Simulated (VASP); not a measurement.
# SnTe (Fm-3m) in VASP: further runs

Aim: see how the results for SnTe move with the level of theory and the settings. Levels: RPBE+D4, RPBE+D3(BJ), PBEsol+D4, PBE. Tasks: single point, relaxation of cell and atoms.

Everything below comes from runs of VASP 6.6.1. Logs are shortened: lines on timing, memory, paths and dates and some standing lists are left out, and cuts for length are marked.

## (1) The cell of the first run

It takes space group Fm-3m (No. 225, cubic). Conventional cell: a = 6.272 Å, b = 6.272 Å, c = 6.272 Å, α = 90.00°, β = 90.00°, γ = 90.00°. Te (site symmetry m-3m) has 6 Sn at 3.14 Å within 4.1 Å. Sn (site symmetry m-3m) has 6 Te at 3.14 Å within 4.1 Å.

## (2) Single point, RPBE+D4

The input, INCAR:

```
PREC = Accurate
ENCUT = 520
EDIFF = 1E-6
ISMEAR = -1
SIGMA = 0.05
LREAL = False
LASPH = True
NELM = 80
ALGO = Normal
ISIF = 2
LWAVE = False
LCHARG = False
GGA = RP
IVDW = 13
NBANDS = 17
```

The input, KPOINTS:

```
regular mesh
0
Gamma
  7 7 7
```

The input, POSCAR:

```
SnTe
1.0
    0.0000000000      3.1359697900      3.1359697900
    3.1359697900      0.0000000000      3.1359697900
    3.1359697900      3.1359697900      0.0000000000
Te Sn
1 1
Direct
    0.5000000000      0.5000000000      0.5000000000
    0.0000000000      0.0000000000      0.0000000000
```

Potentials or basis: VASP PAW PBE potentials, release 64 (Te, Sn_d).

Launch:

```console
> cat potpaw_PBE.64/Te/POTCAR potpaw_PBE.64/Sn_d/POTCAR > POTCAR
> mpirun -np 1 vasp_std > vasp.out
```

OUTCAR:

```text
PREC = Accurate
   ENCUT = 520
   EDIFF = 1E-6
   ISMEAR = -1
   LREAL = False
   LASPH = True
   NELM = 80
   ISIF = 2
   GGA = RP
   IVDW = 13

 ion  position               nearest neighbor table
   1  0.500  0.500  0.500-   2 3.14   2 3.14   2 3.14   2 3.14   2 3.14   2 3.14
   2  0.000  0.000  0.000-   1 3.14   1 3.14   1 3.14   1 3.14   1 3.14   1 3.14

  LATTYP: Found a face centered cubic cell.
 ALAT       =     6.2719395800

  Lattice vectors:

 A1 = (   0.0000000000,   3.1359697900,   3.1359697900)
 A2 = (   3.1359697900,   0.0000000000,   3.1359697900)
 A3 = (   3.1359697900,   3.1359697900,   0.0000000000)

Analysis of symmetry for initial positions (statically):
=====================================================================
 Subroutine PRICEL returns:
 Original cell was already a primitive cell.

 Routine SETGRP: Setting up the symmetry group for a
 face centered cubic supercell.

 Subroutine GETGRP returns: Found 48 space group operations
 (whereof 48 operations were pure point group operations)
 out of a pool of 48 trial point group operations.

The static configuration has the point symmetry O_h .

Analysis of symmetry for dynamics (positions and initial velocities):
=====================================================================
 Subroutine PRICEL returns:
 Original cell was already a primitive cell.

 Routine SETGRP: Setting up the symmetry group for a
 face centered cubic supercell.

 Subroutine GETGRP returns: Found 48 space group operations
 (whereof 48 operations were pure point group operations)
 out of a pool of 48 trial point group operations.

The dynamic configuration has the point symmetry O_h .

 Subroutine INISYM returns: Found 48 space group operations
 (whereof 48 operations are pure point group operations),
 and found     1 'primitive' translations

----------------------------------------------------------------------------------------

                                     Primitive cell

  volume of cell :      61.6802

  direct lattice vectors                    reciprocal lattice vectors
     0.000000000  3.135969790  3.135969790    -0.159440311  0.159440311  0.159440311
     3.135969790  0.000000000  3.135969790     0.159440311 -0.159440311  0.159440311
     3.135969790  3.135969790  0.000000000     0.159440311  0.159440311 -0.159440311

  length of vectors
     4.434931008  4.434931008  4.434931008     0.276158720  0.276158720  0.276158720

  position of ions in fractional coordinates (direct lattice)
     0.500000000  0.500000000  0.500000000
     0.000000000  0.000000000  0.000000000

  ion indices of the primitive-cell ions
   primitive index   ion index
                 1           1
                 2           2

----------------------------------------------------------------------------------------

 KPOINTS: regular mesh

Automatic generation of k-mesh.
 Grid dimensions read from file:
 generate k-points for:    7    7    7

 Generating k-lattice:

  Cartesian coordinates                     Fractional coordinates (reciprocal lattice)
    -0.022777187  0.022777187  0.022777187     0.142857143  0.000000000  0.000000000
     0.022777187 -0.022777187  0.022777187     0.000000000  0.142857143  0.000000000
     0.022777187  0.022777187 -0.022777187     0.000000000  0.000000000  0.142857143

  Length of vectors
     0.039451246  0.039451246  0.039451246

  Shift w.r.t. Gamma in fractional coordinates (k-lattice)
     0.000000000  0.000000000  0.000000000

 Subroutine IBZKPT returns following result:
 ===========================================

 Found     20 irreducible k-points:

 Following reciprocal coordinates:
            Coordinates               Weight
  0.000000  0.000000  0.000000      1.000000
  0.142857  0.000000  0.000000      8.000000
  0.285714  0.000000  0.000000      8.000000
  0.428571  0.000000  0.000000      8.000000
  0.142857  0.142857  0.000000      6.000000
  0.285714  0.142857  0.000000     24.000000
[... 12 lines left out ...]
 -0.428571  0.428571  0.142857     24.000000
 -0.285714  0.428571  0.142857     24.000000
   k-points           NKPTS =     20   k-points in BZ     NKDIM =     20   number of bands    NBANDS=     17
   number of dos      NEDOS =    301   number of ions     NIONS =      2
   total plane-waves  NPLWV =  46656
   dimension x,y,z NGX =    36 NGY =   36 NGZ =   36
   dimension x,y,z NGXF=    72 NGYF=   72 NGZF=   72
   ions per type =               1   1
   NGX,Y,Z   is equivalent  to a cutoff of  13.49, 13.49, 13.49 a.u.
   NGXF,Y,Z  is equivalent  to a cutoff of  26.99, 26.99, 26.99 a.u.
 SYSTEM =  unknown system
   PREC   = accura    normal or accurate (medium, high low for compatibility)
   ISTART =      0    job   : 0-new  1-cont  2-samecut
   ICHARG =      2    charge: 1-file 2-atom 10-const
   ISPIN  =      1    spin polarized calculation?
   LNONCOLLINEAR =      F non collinear calculations
   LSORBIT =      F    spin-orbit coupling
   LASPH  =      T    aspherical Exc in radial PAW
   ENCUT  =  520.0 eV  38.22 Ry    6.18 a.u.   8.25  8.25  8.25*2*pi/ulx,y,z
   NELM   =     80;   NELMIN=  2; NELMDL= -5     # of ELM steps
   EDIFF  = 0.1E-05   stopping-criterion for ELM
   LREAL  =      F    real-space projection
   EDIFFG = 0.1E-04   stopping-criterion for IOM
   NSW    =      0    number of steps for IOM
   IBRION =     -1    ionic relax: 0-MD 1-quasi-New 2-CG
   NFREE  =      0    steps in history (QN), initial steepest desc. (CG)
   ISIF   =      2    stress and relaxation
   ISYM   =      2    0-nonsym 1-usesym 2-fastsym
   POTIM  = 0.5000    time-step for ionic-motion
   TEBEG  =    0.0;   TEEND  =   0.0 temperature during run
   PSTRESS=    0.0 pullay stress
   NELECT =      20.0000    total number of electrons
   NUPDOWN=      -1.0000    fix difference up-down
   EMIN   =  10.00;   EMAX   =-10.00  energy-range for DOS
   EFERMI =   0.00;   METHOD = LEGACY
   ISMEAR =    -1;   SIGMA  =   0.05  broadening in eV -4-tet -1-fermi 0-gaus
   EFERMI_NEDOS =   21; number of points for ismear=-14 and -15
   IALGO  =     38    algorithm
   IMIX   =      4    mixing-type and parameters
     AMIX     =   0.40;   BMIX     =  1.00
     AMIX_MAG =   1.60;   BMIX_MAG =  1.00
  volume/ion in A,a.u.               =      30.84       208.12
  Fermi-wavevector in a.u.,A,eV,Ry     =   1.124699  2.125373 17.210659  1.264948
  Thomas-Fermi vector in A             =   2.261372
   LORBIT       =      0    0 simple, 1 ext, 2 COOP (PROOUT), +10 PAW based schemes
   GGA     = RP    functional components
   LHFCALC =     F    Hartree Fock is set to
   AEXX    =    0.0000 exact exchange contribution
   IVDW    =    13    specifies the selected vdW correction
   LEPSILON=     F    determine dielectric tensor
   LRPA    =     F    only Hartree local field effects (RPA)
 non-spin polarized calculation
  energy-cutoff  :      520.00
  volume of cell :       61.68
 maximum number of plane-waves:      1678
 NGX is ok and might be reduce to    36
   NGX = 17   NGY = 17   NGZ = 17

 number of electron      19.9999997 magnetization

 Free energy of the ion-electron system (eV)
  ---------------------------------------------------
  ext. energy  EPLUGINS =         0.00000000
  ---------------------------------------------------
  free energy    TOTEN  =        -6.79746302 eV

  energy without entropy =       -6.79737578  energy(sigma->0) =       -6.79741940

 E-fermi :   7.3578     XC(G=0):  -9.4586

 val. band max:        7.0529402420   @ k =   0.4286   0.0000   0.0000
 cond. band min:       7.7188779120   @ k =   0.4286   0.0000   0.0000
 fundamental gap:      0.6659376699
 Fermi energy:         7.3577997033

 k-point     1 :       0.0000    0.0000    0.0000
  band No.  band energies     occupation
      1     -14.7348      2.00000
      2     -14.7348      2.00000
      3     -14.7305      2.00000
      4     -14.7305      2.00000
      5     -14.7305      2.00000
      6      -5.6517      2.00000
[... 9 lines left out ...]
     16      11.9690      0.00000
     17      14.0729      0.00000

 k-point     2 :       0.1429    0.0000    0.0000
  band No.  band energies     occupation
      1     -14.7357      2.00000
      2     -14.7357      2.00000
      3     -14.7302      2.00000
      4     -14.7293      2.00000
      5     -14.7293      2.00000
      6      -5.4770      2.00000
[... 9 lines left out ...]
     16      12.3900      0.00000
     17      15.3132      0.00000

 k-point     3 :       0.2857    0.0000    0.0000
  band No.  band energies     occupation
      1     -14.7381      2.00000
      2     -14.7381      2.00000
      3     -14.7295      2.00000
      4     -14.7261      2.00000
      5     -14.7261      2.00000
      6      -4.9972      2.00000
[... 9 lines left out ...]
     16      13.5423      0.00000
     17      17.7389      0.00000

 k-point     4 :       0.4286    0.0000    0.0000
  band No.  band energies     occupation
      1     -14.7403      2.00000
      2     -14.7403      2.00000
      3     -14.7290      2.00000
      4     -14.7234      2.00000
      5     -14.7234      2.00000
      6      -4.4433      2.00000
[... 9 lines left out ...]
     16      15.2955      0.00000
     17      16.9205      0.00000
[... 263 lines left out ...]
      1     -14.7446      2.00000
      2     -14.7366      2.00000
      3     -14.7282      2.00000
      4     -14.7248      2.00000
      5     -14.7217      2.00000
      6      -4.1792      2.00000
[... 9 lines left out ...]
     16      16.0562      0.00000
     17      17.3045      0.00000

 k-point    19 :      -0.4286    0.4286    0.1429
  band No.  band energies     occupation
      1     -14.7493      2.00000
      2     -14.7329      2.00000
      3     -14.7316      2.00000
      4     -14.7224      2.00000
      5     -14.7198      2.00000
      6      -4.0571      2.00000
[... 9 lines left out ...]
     16      16.8996      0.00000
     17      17.8296      0.00000

 k-point    20 :      -0.2857    0.4286    0.1429
  band No.  band energies     occupation
      1     -14.7472      2.00000
      2     -14.7351      2.00000
      3     -14.7283      2.00000
      4     -14.7253      2.00000
      5     -14.7198      2.00000
      6      -3.9647      2.00000
[... 9 lines left out ...]
     16      17.0671      0.00000
     17      17.7223      0.00000

------------------------ aborting loop because EDIFF is reached ----------------------------------------

  DFT-D4 for vdW energy calculation

  Edisp (eV):   -1.61780

  FORCE on cell =-STRESS in cart. coord.  units (eV):
  Direction    XX          YY          ZZ          XY          YZ          ZX
  --------------------------------------------------------------------------------------
  -------------------------------------------------------------------------------------
  Total      -0.00735    -0.00735    -0.00735     0.00000    -0.00000     0.00000
  in kB      -0.19092    -0.19092    -0.19092     0.00000    -0.00000     0.00000
  external pressure =       -0.19 kB  Pullay stress =        0.00 kB

 VOLUME and BASIS-vectors are now :
 -----------------------------------------------------------------------------
  energy-cutoff  :      520.00
  volume of cell :       61.68
      direct lattice vectors                 reciprocal lattice vectors
     0.000000000  3.135969790  3.135969790    -0.159440311  0.159440311  0.159440311
     3.135969790  0.000000000  3.135969790     0.159440311 -0.159440311  0.159440311
     3.135969790  3.135969790  0.000000000     0.159440311  0.159440311 -0.159440311

 POSITION                                       TOTAL-FORCE (eV/Angst)
 -----------------------------------------------------------------------------------
      3.13597      3.13597      3.13597        -0.000000      0.000000     -0.000000
      0.00000      0.00000      0.00000         0.000000      0.000000      0.000000
 -----------------------------------------------------------------------------------
    total drift:                               -0.000000      0.000000      0.000000

  FREE ENERGIE OF THE ION-ELECTRON SYSTEM (eV)
  ---------------------------------------------------
  free  energy   TOTEN  =        -8.4152647357 eV

  energy  without entropy=       -8.4151775029  energy(sigma->0) =       -8.41522112
```

Wall time 21 s (1 thread of Intel Xeon 6975P-C (Granite Rapids), shared host); peak memory 0.2 GiB.

What came out:

```
Free energy                : -8.4153 eV
Pressure                   : 0.0 GPa
Dispersion energy per atom : -0.809 eV
```

Levels at points of the mesh, in eV from the Fermi level:
```tsv
k point	band 7	band 8	band 9	band 10	band 11	band 12	band 13	band 14
(0.00, 0.00, 0.00)	-4.67	-2.31	-2.31	-2.31	3.30	3.30	3.30	4.61
```

Caveat: this odd mesh misses L, so gap, dielectric constants and Born charges aren't listed; the PAW data sets were made with another functional, which shifts forces and pressure a little; spin-orbit coupling is left out, which moves the levels of the heavy elements.

[end of part 1 of 2]
